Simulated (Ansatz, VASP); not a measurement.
One calculation of LiCl, two programs

INCAR

```
PREC = Accurate
ENCUT = 520
EDIFF = 1E-6
ISMEAR = 0
SIGMA = 0.05
LREAL = False
LASPH = True
NELM = 80
ALGO = Normal
ISIF = 2
LWAVE = False
LCHARG = False
GGA = PE
NBANDS = 12
```

File KPOINTS:

```
regular mesh
0
Gamma
  8 8 8
```

File POSCAR:

```
LiCl
1.0
    0.0000000000      2.6929980000      2.5006410000
    2.6929980000      0.0000000000      2.5006410000
    2.6929980000      2.6929980000      0.0000000000
Li Cl
1 1
Direct
    0.0000000000      0.0000000000      0.0000000000
    0.5000000000      0.5000000000      0.5000000000
```

Input for Ansatz:

```yaml
crystal:
  lattice:
    - [0.0, 2.692998, 2.500641]
    - [2.692998, 0.0, 2.500641]
    - [2.692998, 2.692998, 0.0]
  atoms:
    - { symbol: Li, position: [0.0, 0.0, 0.0] }
    - { symbol: Cl, position: [0.5, 0.5, 0.5] }
basis:
  ecutwfc: 420
kpoints:
  mp_grid: { grid: [8, 8, 8] }
hamiltonian:
  xc: pbe
scf:
  occupations: { method: gaussian, width: 0.05 }
output:
  forces: true
  stress: true
  eigenvalues: true
  write_density: true
  write_potential: true
  elf: true
  volumetric_format: npy
```

Change from the starting cell: strain +0.050 along x and y, -0.025 along z, atoms carried along.

Alike in both runs: task single point; functional PBE; k mesh 8 × 8 × 8; occupations gaussian, width 0.05 eV; no spin polarisation.

```csv
,VASP,Ansatz
version,VASP 6.6.1,Ansatz 0.2.0
potentials or method,"VASP PAW PBE potentials, release 64 (Li_sv, Cl), cutoff 520 eV","scalar-relativistic, plane waves, PAW"
valence electrons in the cell,10,10
```

Ansatz gave:

| Item | Value |
| --- | --- |
| gap on the k mesh at the Fermi level (eV) | 5.88 |
| least direct gap on the mesh (eV) | 5.88 |

What did VASP give for the same quantities?

gap on the k mesh at the Fermi level (eV): 5.89; least direct gap on the mesh (eV): 5.89.

With one functional, cell and mesh, what is left measures potentials, basis and numerics.

Noted on VASP's run: the cutoff is short for stress, so the pressure is rough.
